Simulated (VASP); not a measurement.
# K (I4/mmm) in VASP: notebook, part 2 of 2

VASP 6.6.1. Earlier steps stand in the parts before.

## Step 4: Single point, PBE (strain +0.050 along x and y, +0.025 along z)

Contents of INCAR:

```
SYSTEM = K
PREC     = Accurate       ! precision mode
ENCUT    = 520            ! plane-wave cutoff, eV
EDIFF    = 1E-6           ! SCF threshold, eV
ISMEAR   = 0              ! smearing method
SIGMA    = 0.15           ! smearing width, eV
LREAL    = .FALSE.        ! projectors in reciprocal space
LASPH    = .TRUE.         ! aspherical terms in the spheres
NELM     = 60             ! most SCF steps
ALGO     = Fast           ! electronic algorithm
ISIF     = 2              ! what is computed and relaxed
LWAVE    = .FALSE.        ! write WAVECAR
LCHARG   = .TRUE.         ! write CHGCAR
GGA      = PE             ! functional
LELF     = .TRUE.         ! ELF
LVHAR    = .TRUE.       
NBANDS   = 10             ! bands
```

Contents of KPOINTS:

```
Automatic mesh
0
G
  14 14 14
  0 0 0
```

Contents of POSCAR:

```
K
1.0
   -2.7489000000      2.7489000000      2.6834500000
    2.7489000000     -2.7489000000      2.6834500000
    2.7489000000      2.7489000000     -2.6834500000
K
1
Direct
    0.0000000000      0.0000000000      0.0000000000
```

Potentials or basis: VASP PAW PBE potentials, release 64 (K_sv).

The run is started by

```bash
$ cat potpaw_PBE.64/K_sv/POTCAR > POTCAR
$ mpirun -np 1 vasp_std > vasp.out
```

OUTCAR:

```text
SYSTEM = K
   PREC = Accurate
   ENCUT = 520
   EDIFF = 1E-6
   ISMEAR = 0
   LREAL = .FALSE.
   LASPH = .TRUE.
   NELM = 60
   ISIF = 2
   GGA = PE

 ion  position               nearest neighbor table
   1  0.000  0.000  0.000-

  LATTYP: Found a body centered tetragonal cell.
 ALAT       =     5.4978000000
 C/A-ratio  =     0.9761904762

  Lattice vectors:

 A1 = (  -2.7489000000,   2.7489000000,   2.6834500000)
 A2 = (   2.7489000000,  -2.7489000000,   2.6834500000)
 A3 = (   2.7489000000,   2.7489000000,  -2.6834500000)

Analysis of symmetry for initial positions (statically):
=====================================================================
 Subroutine PRICEL returns:
 Original cell was already a primitive cell.

 Routine SETGRP: Setting up the symmetry group for a
 body centered tetragonal supercell.

 Subroutine GETGRP returns: Found 16 space group operations
 (whereof 16 operations were pure point group operations)
 out of a pool of 16 trial point group operations.

The static configuration has the point symmetry D_4h.

Analysis of symmetry for dynamics (positions and initial velocities):
=====================================================================
 Subroutine PRICEL returns:
 Original cell was already a primitive cell.

 Routine SETGRP: Setting up the symmetry group for a
 body centered tetragonal supercell.

 Subroutine GETGRP returns: Found 16 space group operations
 (whereof 16 operations were pure point group operations)
 out of a pool of 16 trial point group operations.

The dynamic configuration has the point symmetry D_4h.

 Subroutine INISYM returns: Found 16 space group operations
 (whereof 16 operations are pure point group operations),
 and found     1 'primitive' translations

----------------------------------------------------------------------------------------

                                     Primitive cell

  volume of cell :      81.1094

  direct lattice vectors                    reciprocal lattice vectors
    -2.748900000  2.748900000  2.683450000     0.000000000  0.181890938  0.186327303
     2.748900000 -2.748900000  2.683450000     0.181890938  0.000000000  0.186327303
     2.748900000  2.748900000 -2.683450000     0.181890938  0.181890938  0.000000000

  length of vectors
     4.723749181  4.723749181  4.723749181     0.260388512  0.260388512  0.257232632

  position of ions in fractional coordinates (direct lattice)
     0.000000000  0.000000000  0.000000000

  ion indices of the primitive-cell ions
   primitive index   ion index
                 1           1

----------------------------------------------------------------------------------------

 KPOINTS: Automatic mesh

Automatic generation of k-mesh.
 Grid dimensions read from file:
 generate k-points for:   14   14   14

 Generating k-lattice:

  Cartesian coordinates                     Fractional coordinates (reciprocal lattice)
     0.000000000  0.012992210  0.013309093     0.071428571  0.000000000  0.000000000
     0.012992210  0.000000000  0.013309093     0.000000000  0.071428571  0.000000000
     0.012992210  0.012992210  0.000000000     0.000000000  0.000000000  0.071428571

  Length of vectors
     0.018599179  0.018599179  0.018373759

  Shift w.r.t. Gamma in fractional coordinates (k-lattice)
     0.000000000  0.000000000  0.000000000

 Subroutine IBZKPT returns following result:
 ===========================================

 Found    244 irreducible k-points:

 Following reciprocal coordinates:
            Coordinates               Weight
  0.000000  0.000000  0.000000      1.000000
  0.071429 -0.000000  0.000000      8.000000
  0.142857 -0.000000  0.000000      8.000000
  0.214286 -0.000000  0.000000      8.000000
  0.285714 -0.000000  0.000000      8.000000
  0.357143 -0.000000  0.000000      8.000000
[... 16 lines left out ...]
  0.214286  0.142857  0.000000     16.000000
  0.285714  0.142857  0.000000     16.000000
 [... further k-points ...]
   k-points           NKPTS =    244   k-points in BZ     NKDIM =    244   number of bands    NBANDS=     10
   number of dos      NEDOS =    301   number of ions     NIONS =      1
   total plane-waves  NPLWV =  46656
   dimension x,y,z NGX =    36 NGY =   36 NGZ =   36
   dimension x,y,z NGXF=    72 NGYF=   72 NGZF=   72
   ions per type =               1
   NGX,Y,Z   is equivalent  to a cutoff of  12.67, 12.67, 12.67 a.u.
   NGXF,Y,Z  is equivalent  to a cutoff of  25.34, 25.34, 25.34 a.u.
 SYSTEM =  K
   PREC   = accura    normal or accurate (medium, high low for compatibility)
   ISTART =      0    job   : 0-new  1-cont  2-samecut
   ICHARG =      2    charge: 1-file 2-atom 10-const
   ISPIN  =      1    spin polarized calculation?
   LNONCOLLINEAR =      F non collinear calculations
   LSORBIT =      F    spin-orbit coupling
   LASPH  =      T    aspherical Exc in radial PAW
   ENCUT  =  520.0 eV  38.22 Ry    6.18 a.u.   8.78  8.78  8.78*2*pi/ulx,y,z
   NELM   =     60;   NELMIN=  2; NELMDL= -5     # of ELM steps
   EDIFF  = 0.1E-05   stopping-criterion for ELM
   LREAL  =      F    real-space projection
   EDIFFG = 0.1E-04   stopping-criterion for IOM
   NSW    =      0    number of steps for IOM
   IBRION =     -1    ionic relax: 0-MD 1-quasi-New 2-CG
   NFREE  =      0    steps in history (QN), initial steepest desc. (CG)
   ISIF   =      2    stress and relaxation
   ISYM   =      2    0-nonsym 1-usesym 2-fastsym
   POTIM  = 0.5000    time-step for ionic-motion
   TEBEG  =    0.0;   TEEND  =   0.0 temperature during run
   PSTRESS=    0.0 pullay stress
   NELECT =       9.0000    total number of electrons
   NUPDOWN=      -1.0000    fix difference up-down
   EMIN   =  10.00;   EMAX   =-10.00  energy-range for DOS
   EFERMI =   0.00;   METHOD = LEGACY
   ISMEAR =     0;   SIGMA  =   0.15  broadening in eV -4-tet -1-fermi 0-gaus
   EFERMI_NEDOS =   21; number of points for ismear=-14 and -15
   IALGO  =     68    algorithm
   IMIX   =      4    mixing-type and parameters
     AMIX     =   0.40;   BMIX     =  1.00
     AMIX_MAG =   1.60;   BMIX_MAG =  1.00
  volume/ion in A,a.u.               =      81.11       547.35
  Fermi-wavevector in a.u.,A,eV,Ry     =   0.786681  1.486611  8.420192  0.618867
  Thomas-Fermi vector in A             =   1.891268
   LORBIT       =      0    0 simple, 1 ext, 2 COOP (PROOUT), +10 PAW based schemes
   GGA     = PE    functional components
   LHFCALC =     F    Hartree Fock is set to
   AEXX    =    0.0000 exact exchange contribution
   IVDW    =     0    specifies the selected vdW correction
   LEPSILON=     F    determine dielectric tensor
   LRPA    =     F    only Hartree local field effects (RPA)
 non-spin polarized calculation
 RMM-DIIS sequential band-by-band and
 Gauss-broadening in eV      SIGMA  =   0.15
  energy-cutoff  :      520.00
  volume of cell :       81.11
 maximum number of plane-waves:      2202
   NGX = 17   NGY = 17   NGZ = 17

 number of electron       8.9999999 magnetization

 Free energy of the ion-electron system (eV)
  ---------------------------------------------------
  ext. energy  EPLUGINS =         0.00000000
  ---------------------------------------------------
  free energy    TOTEN  =        -1.04484020 eV

  energy without entropy =       -1.03574390  energy(sigma->0) =       -1.04029205

 E-fermi :  -0.3195     XC(G=0):  -5.4214

 val. band max:       -0.3222509909   @ k =  -0.0714  -0.4286   0.0714
 cond. band min:      -0.3131034541   @ k =   0.2857   0.2143   0.0000
 fundamental gap:      0.0091475368
 Fermi energy:        -0.3194823764

 k-point     1 :       0.0000    0.0000    0.0000
  band No.  band energies     occupation
      1     -32.5196      2.00000
      2     -15.9746      2.00000
      3     -15.9745      2.00000
      4     -15.9745      2.00000
      5      -2.3436      2.00000
      6       3.7953      0.00000
      7       3.9099      0.00000
      8       3.9099      0.00000
      9       4.6459      0.00000
     10       4.7967      0.00000

 k-point     2 :       0.0714   -0.0000    0.0000
  band No.  band energies     occupation
      1     -32.5194      2.00000
      2     -15.9769      2.00000
      3     -15.9753      2.00000
      4     -15.9745      2.00000
      5      -2.2844      2.00000
      6       3.7494      0.00000
      7       3.8171      0.00000
      8       3.9158      0.00000
      9       4.5900      0.00000
     10       4.7139      0.00000
[... 274 lines left out ...]
 k-point    24 :       0.2857    0.1429    0.0000
  band No.  band energies     occupation
      1     -32.5173      2.00000
      2     -16.0125      2.00000
      3     -15.9894      2.00000
      4     -15.9778      2.00000
      5      -0.7763      1.99998
      6       1.6357      0.00000
      7       2.5479      0.00000
      8       4.2364      0.00000
      9       4.6355      0.00000
     10       5.1704      0.00000

 [... further k-points ...]
[... 5 lines left out ...]
  --------------------------------------------------------------------------------------
  -------------------------------------------------------------------------------------
  Total       -0.1512159     -0.1512159     -0.1426689      0.0000000      0.0000000      0.0000000
  in kB       -2.9870104     -2.9870104     -2.8181783      0.0000000      0.0000000      0.0000000
  external PRESSURE =      -2.9307331 kB  Pullay stress =       0.0000000 kB

 VOLUME and BASIS-vectors are now :
 -----------------------------------------------------------------------------
  energy-cutoff  :      520.00
  volume of cell :       81.11
      direct lattice vectors                 reciprocal lattice vectors
    -2.748900000  2.748900000  2.683450000     0.000000000  0.181890938  0.186327303
     2.748900000 -2.748900000  2.683450000     0.181890938  0.000000000  0.186327303
     2.748900000  2.748900000 -2.683450000     0.181890938  0.181890938  0.000000000

 POSITION                                       TOTAL-FORCE (eV/Angst)
 -----------------------------------------------------------------------------------
      0.00000      0.00000      0.00000        -0.000000      0.000000      0.000000
 -----------------------------------------------------------------------------------
    total drift:                               -0.000000     -0.000000      0.000000

  FREE ENERGIE OF THE ION-ELECTRON SYSTEM (eV)
  ---------------------------------------------------
  free  energy   TOTEN  =        -1.0448402038 eV

  energy  without entropy=       -1.0357438952  energy(sigma->0) =       -1.04029205
```

Wall time 5.3 min (1 thread of Oxide Virtual Turin-like, shared host); peak memory 0.3 GiB.

Results:

```yaml
Free_energy: -1.0448 eV
Pressure: -0.3 GPa
```

Caveat: the cell differs from its parent crystal (strain +0.050 along x and y, +0.025 along z).

## Step 5: Summary

```tsv
cell	gap on the mesh (eV)	pressure (GPa)
a = 4.573 Å, angles 110.1, 110.1, 108.1°, 1 atom	none	0.0
a = 4.686 Å, angles 110.1, 110.1, 108.2°, 1 atom	none	-0.2
a = 4.724 Å, angles 108.8, 108.8, 110.8°, 1 atom	none	-0.3
```

Alike in all rows: task single point; level PBE; potentials or basis VASP PAW PBE potentials, release 64 (K_sv); no spin polarisation; k mesh 14 × 14 × 14; cutoff (eV) 520; smearing gaussian 0.15 eV.

Total energies depend on the potentials used, so only differences within one code and one set of settings carry meaning.
